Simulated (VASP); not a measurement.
# Sr (Pm-3n) in VASP: notebook

Runs on Sr. Level: RPBE. Tasks: single point.

Everything below comes from runs of VASP 6.6.1. Logs are shortened: lines on timing, memory, paths and dates and some standing lists are left out, and cuts for length are marked.

## Step 1: The cell of the first run

It takes space group Pm-3n (No. 223, cubic). The conventional cell has a = 7.782 Å, b = 7.782 Å, c = 7.782 Å, α = 90.00°, β = 90.00°, γ = 90.00°. Sr (site symmetry m-3) has 12 Sr at 4.35 Å within 5.7 Å. Within 5.1 Å of Sr (site symmetry -4m2) lie 14 Sr at 3.89 to 4.77 Å.

## Step 2: Single point, RPBE

Input file INCAR:

```
PREC     = Accurate       # precision mode
ENCUT    = 520            # plane-wave cutoff, eV
EDIFF    = 1E-6           # SCF threshold, eV
ISMEAR   = -1             # smearing method
SIGMA    = 0.1            # smearing width, eV
LREAL    = F              # projectors in reciprocal space
LASPH    = T              # aspherical terms in the spheres
NELM     = 100            # most SCF steps
ALGO     = Normal         # electronic algorithm
ISIF     = 2              # what is computed and relaxed
LWAVE    = F              # write WAVECAR
LCHARG   = F              # write CHGCAR
GGA      = RP             # functional
NBANDS   = 50             # bands
```

Input file KPOINTS:

```
regular mesh
0
Gamma
  4 4 4
```

Input file POSCAR:

```
Sr
1.0
    7.7819439701      0.0000000000      0.0000000000
    0.0000000000      7.7819439701      0.0000000000
    0.0000000000      0.0000000000      7.7819439701
Sr
8
Direct
    1.0000000000      0.0000000000      1.0000000000
    0.5000000000      0.5000000000      0.5000000000
    0.2500000000      1.0000000000      0.5000000000
    0.7500000000      1.0000000000      0.5000000000
    0.5000000000      0.2500000000      1.0000000000
    0.5000000000      0.7500000000      0.0000000000
    0.0000000000      0.5000000000      0.2500000000
    0.0000000000      0.5000000000      0.7500000000
```

Potentials or basis: VASP PAW PBE potentials, release 64 (Sr_sv).

Launch:

```sh
$ cat potpaw_PBE.64/Sr_sv/POTCAR > POTCAR
$ mpirun -np 1 vasp_std > vasp.out
```

OUTCAR:

```text
PREC = Accurate
   ENCUT = 520
   EDIFF = 1E-6
   ISMEAR = -1
   LREAL = F
   LASPH = T
   NELM = 100
   ISIF = 2
   GGA = RP

 ion  position               nearest neighbor table
   1  0.000  0.000  0.000-   3 4.35   4 4.35   5 4.35   6 4.35   7 4.35   8 4.35   3 4.35   4 4.35
                             7 4.35   8 4.35   5 4.35   6 4.35
   2  0.500  0.500  0.500-   3 4.35   4 4.35   5 4.35   6 4.35   7 4.35   8 4.35   5 4.35   6 4.35
                             3 4.35   4 4.35   7 4.35   8 4.35
   3  0.250  0.000  0.500-   4 3.89   4 3.89   1 4.35   1 4.35   2 4.35   2 4.35   8 4.77   5 4.77
                             5 4.77   6 4.77   6 4.77   7 4.77   8 4.77   7 4.77
   4  0.750  0.000  0.500-   3 3.89   3 3.89   1 4.35   1 4.35   2 4.35   2 4.35   8 4.77   5 4.77
                             5 4.77   6 4.77   6 4.77   7 4.77   8 4.77   7 4.77
   5  0.500  0.250  0.000-   6 3.89   6 3.89   1 4.35   2 4.35   2 4.35   1 4.35   8 4.77   4 4.77
                             3 4.77   4 4.77   3 4.77   7 4.77   7 4.77   8 4.77
   6  0.500  0.750  0.000-   5 3.89   5 3.89   1 4.35   2 4.35   2 4.35   1 4.35   8 4.77   4 4.77
                             3 4.77   4 4.77   3 4.77   7 4.77   7 4.77   8 4.77
   7  0.000  0.500  0.250-   8 3.89   8 3.89   1 4.35   2 4.35   1 4.35   2 4.35   3 4.77   4 4.77
                             5 4.77   3 4.77   4 4.77   6 4.77   5 4.77   6 4.77
   8  0.000  0.500  0.750-   7 3.89   7 3.89   1 4.35   2 4.35   1 4.35   2 4.35   3 4.77   4 4.77
                             5 4.77   3 4.77   4 4.77   6 4.77   5 4.77   6 4.77

  LATTYP: Found a simple cubic cell.
 ALAT       =     7.7819439701

  Lattice vectors:

 A1 = (   7.7819439701,   0.0000000000,   0.0000000000)
 A2 = (   0.0000000000,   7.7819439701,   0.0000000000)
 A3 = (   0.0000000000,   0.0000000000,   7.7819439701)

Analysis of symmetry for initial positions (statically):
=====================================================================
 Subroutine PRICEL returns:
 Original cell was already a primitive cell.

 Routine SETGRP: Setting up the symmetry group for a
 simple cubic supercell.

 Subroutine GETGRP returns: Found 48 space group operations
 (whereof 24 operations were pure point group operations)
 out of a pool of 48 trial point group operations.

The static configuration has the point symmetry T_h .
 The point group associated with its full space group is O_h .

Analysis of symmetry for dynamics (positions and initial velocities):
=====================================================================
 Subroutine PRICEL returns:
 Original cell was already a primitive cell.

 Routine SETGRP: Setting up the symmetry group for a
 simple cubic supercell.

 Subroutine GETGRP returns: Found 48 space group operations
 (whereof 24 operations were pure point group operations)
 out of a pool of 48 trial point group operations.

The dynamic configuration has the point symmetry T_h .
 The point group associated with its full space group is O_h .

 Subroutine INISYM returns: Found 48 space group operations
 (whereof 24 operations are pure point group operations),
 and found     1 'primitive' translations

----------------------------------------------------------------------------------------

                                     Primitive cell

  volume of cell :     471.2640

  direct lattice vectors                    reciprocal lattice vectors
     7.781943970  0.000000000  0.000000000     0.128502596  0.000000000  0.000000000
     0.000000000  7.781943970  0.000000000     0.000000000  0.128502596  0.000000000
     0.000000000  0.000000000  7.781943970     0.000000000  0.000000000  0.128502596

  length of vectors
     7.781943970  7.781943970  7.781943970     0.128502596  0.128502596  0.128502596

  position of ions in fractional coordinates (direct lattice)
     0.000000000  0.000000000  0.000000000
     0.500000000  0.500000000  0.500000000
     0.250000000  0.000000000  0.500000000
     0.750000000  0.000000000  0.500000000
     0.500000000  0.250000000  0.000000000
     0.500000000  0.750000000  0.000000000
     0.000000000  0.500000000  0.250000000
     0.000000000  0.500000000  0.750000000

  ion indices of the primitive-cell ions
   primitive index   ion index
                 1           1
                 2           2
                 3           3
                 4           4
                 5           5
                 6           6
                 7           7
                 8           8

----------------------------------------------------------------------------------------

 KPOINTS: regular mesh

Automatic generation of k-mesh.
 Grid dimensions read from file:
 generate k-points for:    4    4    4

 Generating k-lattice:

  Cartesian coordinates                     Fractional coordinates (reciprocal lattice)
     0.032125649  0.000000000  0.000000000     0.250000000  0.000000000  0.000000000
     0.000000000  0.032125649  0.000000000     0.000000000  0.250000000  0.000000000
     0.000000000  0.000000000  0.032125649     0.000000000  0.000000000  0.250000000

  Length of vectors
     0.032125649  0.032125649  0.032125649

  Shift w.r.t. Gamma in fractional coordinates (k-lattice)
     0.000000000  0.000000000  0.000000000

 Subroutine IBZKPT returns following result:
 ===========================================

 Found     10 irreducible k-points:

 Following reciprocal coordinates:
            Coordinates               Weight
  0.000000  0.000000  0.000000      1.000000
  0.250000  0.000000  0.000000      6.000000
  0.500000  0.000000  0.000000      3.000000
  0.250000  0.250000  0.000000     12.000000
  0.500000  0.250000  0.000000     12.000000
  0.500000  0.500000  0.000000      3.000000
  0.250000  0.250000  0.250000      8.000000
  0.500000  0.250000  0.250000     12.000000
  0.500000  0.500000  0.250000      6.000000
  0.500000  0.500000  0.500000      1.000000
   k-points           NKPTS =     10   k-points in BZ     NKDIM =     10   number of bands    NBANDS=     50
   number of dos      NEDOS =    301   number of ions     NIONS =      8
   total plane-waves  NPLWV = 216000
   dimension x,y,z NGX =    60 NGY =   60 NGZ =   60
   dimension x,y,z NGXF=   120 NGYF=  120 NGZF=  120
   ions per type =               8
   NGX,Y,Z   is equivalent  to a cutoff of  12.82, 12.82, 12.82 a.u.
   NGXF,Y,Z  is equivalent  to a cutoff of  25.64, 25.64, 25.64 a.u.
 SYSTEM =  unknown system
   PREC   = accura    normal or accurate (medium, high low for compatibility)
   ISTART =      0    job   : 0-new  1-cont  2-samecut
   ICHARG =      2    charge: 1-file 2-atom 10-const
   ISPIN  =      1    spin polarized calculation?
   LNONCOLLINEAR =      F non collinear calculations
   LSORBIT =      F    spin-orbit coupling
   LASPH  =      T    aspherical Exc in radial PAW
   ENCUT  =  520.0 eV  38.22 Ry    6.18 a.u.  14.47 14.47 14.47*2*pi/ulx,y,z
   NELM   =    100;   NELMIN=  2; NELMDL= -5     # of ELM steps
   EDIFF  = 0.1E-05   stopping-criterion for ELM
   LREAL  =      F    real-space projection
   EDIFFG = 0.1E-04   stopping-criterion for IOM
   NSW    =      0    number of steps for IOM
   IBRION =     -1    ionic relax: 0-MD 1-quasi-New 2-CG
   NFREE  =      0    steps in history (QN), initial steepest desc. (CG)
   ISIF   =      2    stress and relaxation
   ISYM   =      2    0-nonsym 1-usesym 2-fastsym
   POTIM  = 0.5000    time-step for ionic-motion
   TEBEG  =    0.0;   TEEND  =   0.0 temperature during run
   PSTRESS=    0.0 pullay stress
   NELECT =      80.0000    total number of electrons
   NUPDOWN=      -1.0000    fix difference up-down
   EMIN   =  10.00;   EMAX   =-10.00  energy-range for DOS
   EFERMI =   0.00;   METHOD = LEGACY
   ISMEAR =    -1;   SIGMA  =   0.10  broadening in eV -4-tet -1-fermi 0-gaus
   EFERMI_NEDOS =   21; number of points for ismear=-14 and -15
   IALGO  =     38    algorithm
   IMIX   =      4    mixing-type and parameters
     AMIX     =   0.40;   BMIX     =  1.00
     AMIX_MAG =   1.60;   BMIX_MAG =  1.00
  volume/ion in A,a.u.               =      58.91       397.53
  Fermi-wavevector in a.u.,A,eV,Ry     =   0.906463  1.712967 11.179568  0.821675
  Thomas-Fermi vector in A             =   2.030154
   LORBIT       =      0    0 simple, 1 ext, 2 COOP (PROOUT), +10 PAW based schemes
   GGA     = RP    functional components
   LHFCALC =     F    Hartree Fock is set to
   AEXX    =    0.0000 exact exchange contribution
   IVDW    =     0    specifies the selected vdW correction
   LEPSILON=     F    determine dielectric tensor
   LRPA    =     F    only Hartree local field effects (RPA)
 non-spin polarized calculation
  energy-cutoff  :      520.00
  volume of cell :      471.26
 maximum number of plane-waves:     12797
 NGX is ok and might be reduce to    60
   NGX = 29   NGY = 29   NGZ = 29

 number of electron      80.0000003 magnetization

 Free energy of the ion-electron system (eV)
  ---------------------------------------------------
  ext. energy  EPLUGINS =         0.00000000
  ---------------------------------------------------
  free energy    TOTEN  =       -11.59585830 eV

  energy without entropy =      -11.30072339  energy(sigma->0) =      -11.44829085

 E-fermi :   1.4416     XC(G=0):  -7.0324

 val. band max:        1.4371305624   @ k =   0.2500   0.0000   0.0000
 cond. band min:       1.4559264312   @ k =   0.2500   0.0000   0.0000
 fundamental gap:      0.0187958689
 Fermi energy:         1.4416327230

 k-point     1 :       0.0000    0.0000    0.0000
  band No.  band energies     occupation
      1     -35.3647      2.00000
      2     -35.3587      2.00000
      3     -35.3561      2.00000
      4     -35.3561      2.00000
      5     -35.3528      2.00000
      6     -35.3415      2.00000
[... 42 lines left out ...]
     49       2.1448      0.00177
     50       2.1454      0.00176
[... 475 lines left out ...]
     49       2.5107      0.00005
     50       2.5127      0.00004

------------------------ aborting loop because EDIFF is reached ----------------------------------------

  FORCE on cell =-STRESS in cart. coord.  units (eV):
  Direction    XX          YY          ZZ          XY          YZ          ZX
  --------------------------------------------------------------------------------------
  -------------------------------------------------------------------------------------
  Total        0.0609050      0.0609050      0.0609050      0.0000000     -0.0000000     -0.0000000
  in kB        0.2070614      0.2070614      0.2070614      0.0000000     -0.0000000     -0.0000000
  external PRESSURE =       0.2070614 kB  Pullay stress =       0.0000000 kB

 VOLUME and BASIS-vectors are now :
 -----------------------------------------------------------------------------
  energy-cutoff  :      520.00
  volume of cell :      471.26
      direct lattice vectors                 reciprocal lattice vectors
     7.781943970  0.000000000  0.000000000     0.128502596  0.000000000  0.000000000
     0.000000000  7.781943970  0.000000000     0.000000000  0.128502596  0.000000000
     0.000000000  0.000000000  7.781943970     0.000000000  0.000000000  0.128502596

 POSITION                                       TOTAL-FORCE (eV/Angst)
 -----------------------------------------------------------------------------------
      0.00000      0.00000      0.00000        -0.000000     -0.000000     -0.000000
      3.89097      3.89097      3.89097        -0.000000     -0.000000     -0.000000
      1.94549      0.00000      3.89097         0.000000      0.000000      0.000000
      5.83646      0.00000      3.89097        -0.000000      0.000000     -0.000000
      3.89097      1.94549      0.00000        -0.000000     -0.000000     -0.000000
      3.89097      5.83646      0.00000         0.000000     -0.000000      0.000000
      0.00000      3.89097      1.94549        -0.000000     -0.000000     -0.000000
      0.00000      3.89097      5.83646         0.000000      0.000000      0.000000
 -----------------------------------------------------------------------------------
    total drift:                                0.000000      0.000000     -0.000000

  FREE ENERGIE OF THE ION-ELECTRON SYSTEM (eV)
  ---------------------------------------------------
  free  energy   TOTEN  =       -11.5958583013 eV

  energy  without entropy=      -11.3007233896  energy(sigma->0) =      -11.44829085
```

Wall time 8.7 min (1 thread of Intel Xeon 8259CL, shared host); peak memory 0.55 GiB.

What came out:

```
Free energy            : -11.5959 eV
Pressure               : 0.0 GPa
Band gap on the k mesh : zero (bands 40 and 41 overlap by 0.47 eV)
```

Caveat: the PAW data sets were made with another functional, which shifts forces and pressure a little.

## Step 3: Single point, RPBE

Input file INCAR:

```
SYSTEM = Sr
PREC = Accurate ; ENCUT = 520
EDIFF = 1E-6 ; ISMEAR = -1
SIGMA = 0.1 ; LREAL = .FALSE.
LASPH = .TRUE. ; NELM = 60
ALGO = Normal ; ISIF = 2
LWAVE = .FALSE. ; LCHARG = .FALSE.
GGA = RP ; NBANDS = 50
```

Input file KPOINTS:

```
regular mesh
0
G
  5 5 5
  0 0 0
```

POSCAR is that of step 2.

Potentials or basis: VASP PAW PBE potentials, release 64 (Sr_sv).

Launch:

```sh
$ cat potpaw_PBE.64/Sr_sv/POTCAR > POTCAR
$ mpirun -np 1 vasp_std > vasp.out
```

It took 7.9 min on 1 thread of Intel Xeon 8259CL, shared host; peak memory 0.57 GiB.

It converged, with:

* Free energy: -11.5884 eV
* Pressure: 0.0 GPa
* Band gap on the k mesh: zero (bands 40 and 41 overlap by 0.44 eV)

Levels at points of the mesh, in eV from the Fermi level:
```
           k point  band 38  band 39  band 40  band 41  band 42  band 43
(0.00, 0.00, 0.00)    -0.61    -0.61     0.32     0.32     0.32     0.38
```

Caveat: the PAW data sets were made with another functional, which shifts forces and pressure a little.
